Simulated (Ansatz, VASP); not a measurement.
**HfB2 in VASP and in Ansatz**

```
Hf B
1.0
     3.20158    0.00000    0.00000
    -1.60079    2.77265    0.00000
     0.00000    0.00000    3.54825
Hf B
1 2
Direct
  0.00000 0.00000 0.00000
  0.33333 0.66667 0.50000
  0.66667 0.33333 0.50000
```

Change from the starting cell: volume scaled by 1.06, crystal datasets.

Alike in both runs: task electric field gradients; functional PBE; k mesh 13 × 13 × 11; occupations fermi-dirac, width 0.05 eV; no spin polarisation.

|  | VASP | Ansatz |
| --- | --- | --- |
| version | VASP 6.6.1 | Ansatz 0.2.0 |
| potentials or method | VASP PAW PBE potentials, release 64 (Hf_pv, B), cutoff 520 eV | all-electron PAW with datasets made for the crystal, scalar-relativistic |

Ansatz gave:

| Quantity | Value |
| --- | --- |
| pressure (GPa) | -11.9 |
| traceless stress, the component that is largest in VASP (GPa) | 1.21 |
| size of Vzz on the site where it differs most (V/Å²) | 105.7 |

Problem. Estimate VASP's values.

Solution. Pressure (GPa): -12.4; traceless stress, the component that is largest in VASP (GPa): 1.25; size of Vzz on the site where it differs most (V/Å²): 74.5.

Ansatz ran all-electron here, and VASP with PAW potentials.

Neither program's run includes spin-orbit coupling.
